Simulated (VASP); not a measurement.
# YWF3 (Pm-3m) in VASP: notebook, part 3 of 3

VASP 6.6.1.

### 4 Single point, PBE

This run uses another cell than the first one, of 15.79 Å³/atom, 0.994 times its volume.

INCAR reads:

```
PREC = Accurate ; ENCUT = 520
EDIFF = 1E-6 ; ISMEAR = 0
SIGMA = 0.1 ; LREAL = F
LASPH = T ; NELM = 100
ALGO = Normal ; ISIF = 2
LWAVE = F ; LCHARG = F
GGA = PE ; NBANDS = 31
```

KPOINTS reads:

```
Automatic mesh
0
Gamma
  4 4 4
```

POSCAR reads:

```
YWF3
1.0
    4.2902771392      0.0000000000      0.0000000000
    0.0000000000      4.2902771392      0.0000000000
    0.0000000000      0.0000000000      4.2902771392
Y W F
1 1 3
Direct
    0.0000000000      0.0000000000      0.0000000000
    0.5000000000      0.5000000000      0.5000000000
    0.5000000000      0.5000000000      0.0000000000
    0.0000000000      0.5000000000      0.5000000000
    0.5000000000      0.0000000000      0.5000000000
```

Potentials or basis: VASP PAW PBE potentials, release 64 (Y_sv, W_sv, F).

On the command line:

```sh
$ cat potpaw_PBE.64/Y_sv/POTCAR potpaw_PBE.64/W_sv/POTCAR potpaw_PBE.64/F/POTCAR > POTCAR
$ mpirun -np 1 vasp_std > vasp.out
```

OUTCAR:

```text
PREC = Accurate
   ENCUT = 520
   EDIFF = 1E-6
   ISMEAR = 0
   LREAL = F
   LASPH = T
   NELM = 100
   ISIF = 2
   GGA = PE

 ion  position               nearest neighbor table
   1  0.000  0.000  0.000-   3 3.03   4 3.03   5 3.03   4 3.03   5 3.03   3 3.03   4 3.03   4 3.03
                             3 3.03   5 3.03   5 3.03   3 3.03   2 3.72   2 3.72   2 3.72   2 3.72
   2  0.500  0.500  0.500-   3 2.15   4 2.15   5 2.15   3 2.15   5 2.15   4 2.15   1 3.72   1 3.72
                             1 3.72   1 3.72   1 3.72   1 3.72   1 3.72   1 3.72
   3  0.500  0.500  0.000-   2 2.15   2 2.15   1 3.03   1 3.03   1 3.03   1 3.03
   4  0.000  0.500  0.500-   2 2.15   2 2.15   1 3.03   1 3.03   1 3.03   1 3.03
   5  0.500  0.000  0.500-   2 2.15   2 2.15   1 3.03   1 3.03   1 3.03   1 3.03

  LATTYP: Found a simple cubic cell.
 ALAT       =     4.2902771392

  Lattice vectors:

 A1 = (   4.2902771392,   0.0000000000,   0.0000000000)
 A2 = (   0.0000000000,   4.2902771392,   0.0000000000)
 A3 = (   0.0000000000,   0.0000000000,   4.2902771392)

Analysis of symmetry for initial positions (statically):
=====================================================================
 Subroutine PRICEL returns:
 Original cell was already a primitive cell.

 Routine SETGRP: Setting up the symmetry group for a
 simple cubic supercell.

 Subroutine GETGRP returns: Found 48 space group operations
 (whereof 48 operations were pure point group operations)
 out of a pool of 48 trial point group operations.

The static configuration has the point symmetry O_h .

Analysis of symmetry for dynamics (positions and initial velocities):
=====================================================================
 Subroutine PRICEL returns:
 Original cell was already a primitive cell.

 Routine SETGRP: Setting up the symmetry group for a
 simple cubic supercell.

 Subroutine GETGRP returns: Found 48 space group operations
[... 114 lines left out ...]
     AMIX_MAG =   1.60;   BMIX_MAG =  1.00
  volume/ion in A,a.u.               =      15.79       106.58
  Fermi-wavevector in a.u.,A,eV,Ry     =   1.367232  2.583693 25.433674  1.869322
  Thomas-Fermi vector in A             =   2.493302
   LORBIT       =      0    0 simple, 1 ext, 2 COOP (PROOUT), +10 PAW based schemes
   GGA     = PE    functional components
   LHFCALC =     F    Hartree Fock is set to
   AEXX    =    0.0000 exact exchange contribution
   IVDW    =     0    specifies the selected vdW correction
   LEPSILON=     F    determine dielectric tensor
   LRPA    =     F    only Hartree local field effects (RPA)
 non-spin polarized calculation
 Gauss-broadening in eV      SIGMA  =   0.10
  energy-cutoff  :      520.00
  volume of cell :       78.97
 maximum number of plane-waves:      2176
 NGX is ok and might be reduce to    32
   NGX = 15   NGY = 15   NGZ = 15

 number of electron      45.9999954 magnetization

 Free energy of the ion-electron system (eV)
  ---------------------------------------------------
  ext. energy  EPLUGINS =         0.00000000
  ---------------------------------------------------
  free energy    TOTEN  =       -29.13427091 eV

  energy without entropy =      -29.09724587  energy(sigma->0) =      -29.11575839

 E-fermi :   6.0155     XC(G=0): -10.3901

 val. band max:        6.0034368924   @ k =   0.5000   0.2500   0.2500
 cond. band min:       6.1211178160   @ k =   0.5000   0.5000   0.2500
 fundamental gap:      0.1176809236
 Fermi energy:         6.0154915907

 k-point     1 :       0.0000    0.0000    0.0000
  band No.  band energies     occupation
      1     -68.7766      2.00000
      2     -38.6919      2.00000
      3     -33.0677      2.00000
      4     -33.0677      2.00000
      5     -33.0677      2.00000
      6     -20.8487      2.00000
[... 329 lines left out ...]
     30      10.4379      0.00000
     31      10.4380      0.00000

------------------------ aborting loop because EDIFF is reached ----------------------------------------

  FORCE on cell =-STRESS in cart. coord.  units (eV):
  Direction    XX          YY          ZZ          XY          YZ          ZX
  --------------------------------------------------------------------------------------
  -------------------------------------------------------------------------------------
  Total        0.2222557      0.2222557      0.2222557     -0.0000000     -0.0000000      0.0000000
  in kB        4.5092816      4.5092816      4.5092816     -0.0000000     -0.0000000      0.0000000
  external PRESSURE =       4.5092816 kB  Pullay stress =       0.0000000 kB

 VOLUME and BASIS-vectors are now :
 -----------------------------------------------------------------------------
  energy-cutoff  :      520.00
  volume of cell :       78.97
      direct lattice vectors                 reciprocal lattice vectors
     4.290277139  0.000000000  0.000000000     0.233085176  0.000000000  0.000000000
     0.000000000  4.290277139  0.000000000     0.000000000  0.233085176  0.000000000
     0.000000000  0.000000000  4.290277139     0.000000000  0.000000000  0.233085176

 POSITION                                       TOTAL-FORCE (eV/Angst)
 -----------------------------------------------------------------------------------
      0.00000      0.00000      0.00000         0.000000      0.000000      0.000000
      2.14514      2.14514      2.14514         0.000000      0.000000      0.000000
      2.14514      2.14514      0.00000         0.000000      0.000000      0.000000
      0.00000      2.14514      2.14514         0.000000      0.000000      0.000000
      2.14514      0.00000      2.14514         0.000000      0.000000      0.000000
 -----------------------------------------------------------------------------------
    total drift:                                0.000000     -0.000000     -0.000000

  FREE ENERGIE OF THE ION-ELECTRON SYSTEM (eV)
  ---------------------------------------------------
  free  energy   TOTEN  =       -29.1342709066 eV

  energy  without entropy=      -29.0972458726  energy(sigma->0) =      -29.11575839
```

stdout:

```text
POSCAR found type information on POSCAR Y W F
 POSCAR found :  3 types and       5 ions
 scaLAPACK will be used
 LDA part: xc-table for (Slater+PW92), standard interpolation
 POSCAR, INCAR and KPOINTS ok, starting setup
 FFT: planning ... GRIDC
 FFT: planning ... GRID_SOFT
 FFT: planning ... GRID
 WAVECAR not read
 entering main loop
```

Run time: 13 s. Hardware: 1 thread of AMD EPYC 9R45 (Zen 5), shared host; peak memory 0.16 GiB.

What came out:

- Free energy: -29.1343 eV
- Pressure: 0.5 GPa
- Band gap on the k mesh: zero (band 23 reaches 6.37 eV, above the bottom of band 24 at 4.67 eV)

Caveat: the k points lie up to 0.37 Å⁻¹ apart; spin-orbit coupling is left out, which moves the levels of the heavy elements.

### 5 Relaxation of cell and atoms, PBE

This run uses another cell than the first one, of 13.42 Å³/atom, 0.844 times its volume.

INCAR reads:

```
SYSTEM = YWF3
PREC = Accurate
ENCUT = 600
EDIFF = 1E-6
ISMEAR = 0
SIGMA = 0.1
LREAL = .False.
LASPH = .True.
NELM = 100
ALGO = Normal
ISIF = 3
LWAVE = .False.
LCHARG = .False.
GGA = PE
IBRION = 2
NSW = 90
EDIFFG = -0.04
```

KPOINTS reads:

```
regular mesh
0
Gamma
  4 4 4
  0 0 0
```

POSCAR: that of step 4 with these lines changed.

```diff
@@ -2,5 +2,5 @@
 1.0
-    4.2902771392      0.0000000000      0.0000000000
-    0.0000000000      4.2902771392      0.0000000000
-    0.0000000000      0.0000000000      4.2902771392
+    4.0636021700      0.0000000000      0.0000000000
+    0.0000000000      4.0636021700      0.0000000000
+    0.0000000000      0.0000000000      4.0636021700
 Y W F
```

On the command line:

```sh
$ cat potpaw_PBE.64/Y_sv/POTCAR potpaw_PBE.64/W_sv/POTCAR potpaw_PBE.64/F/POTCAR > POTCAR
$ mpirun -np 1 vasp_std > vasp.out
```

It took 42 s on 1 thread of AMD EPYC 9R45 (Zen 5), shared host; peak memory 0.17 GiB.

Results (log left out):

```
Free energy                            : -29.1199 eV
Relaxed volume                         : 15.87 Å³/atom
Relaxed cell                           : a = 4.297 Å, b = 4.297 Å, c = 4.297 Å, α = 90.00°, β = 90.00°, γ = 90.00°
Space group after relaxing (to 0.05 Å) : Pm-3m (No. 221)
Energy gained by relaxing              : 149.2 meV/atom
Ionic steps                            : 3
Pressure after relaxing                : 0.0 GPa
Band gap on the k mesh                 : zero (band 23 reaches 6.32 eV, above the bottom of band 24 at 4.64 eV)
```

Step by step:
| step | energy change (eV) | largest force (eV/Å) | pressure (GPa) | volume (Å³) |
| --- | --- | --- | --- | --- |
| 1 | 0.0000 | 0.0000 | 22.68 | 67.10 |
| 2 | -0.5582 | 0.0000 | -6.70 | 87.30 |
| 3 | -0.7461 | 0.0000 | 0.00 | 79.35 |

Final structure:
```xyz
5
Lattice="4.2971 0.0000 0.0000 0.0000 4.2971 0.0000 0.0000 0.0000 4.2971" Properties=species:S:1:pos:R:3 pbc="T T T"
Y     0.0000    0.0000    0.0000
W     2.1486    2.1486    2.1486
F     2.1486    2.1486    0.0000
F     0.0000    2.1486    2.1486
F     2.1486    0.0000    2.1486
```

Levels at points of the mesh, in eV from the Fermi level:
```tsv
k point	band 20	band 21	band 22	band 23	band 24	band 25	band 26	band 27
(0.00, 0.00, 0.00)	-7.57	-2.50	-1.33	-1.33	-1.33	-0.52	-0.52	1.39
(0.50, 0.00, 0.00)	-7.65	-0.94	-0.27	-0.06	-0.06	0.20	0.32	1.27
(0.50, 0.50, 0.00)	-7.15	-0.25	-0.25	-0.11	0.39	0.95	2.15	2.17
(0.50, 0.50, 0.50)	-7.12	0.13	0.13	0.13	0.75	0.75	0.75	2.08
```

Caveat: the k points lie up to 0.37 Å⁻¹ apart in the final cell; the volume moved by over 15 % at a fixed basis, so the end points are rough; spin-orbit coupling is left out, which moves the levels of the heavy elements.

### 6 Overview

```tsv
task	cell	k mesh	cutoff (eV)	gap on the mesh (eV)	pressure (GPa)	relaxed volume (Å³/atom)
single point	a = 4.299 Å, 5 atoms	10 × 10 × 10	520	none	0.3	-
relaxation of cell and atoms	relaxed from a = 4.290 Å, 5 atoms	10 × 10 × 10	600	none	0.0	15.95
single point	a = 4.290 Å, 5 atoms	4 × 4 × 4	520	none	0.5	-
relaxation of cell and atoms	relaxed from a = 4.064 Å, 5 atoms	4 × 4 × 4	600	none	0.0	15.87
```

Alike in all rows: level PBE; potentials or basis VASP PAW PBE potentials, release 64 (Y_sv, W_sv, F); no spin polarisation; smearing gaussian 0.1 eV.

Caveats: some runs use coarse meshes; spin-orbit coupling is left out, which moves the levels of the heavy elements; the volume moved by over 15 % at a fixed basis, so the end points are rough (some runs).

Total energies depend on the potentials used, so only differences within one code and one set of settings carry meaning.
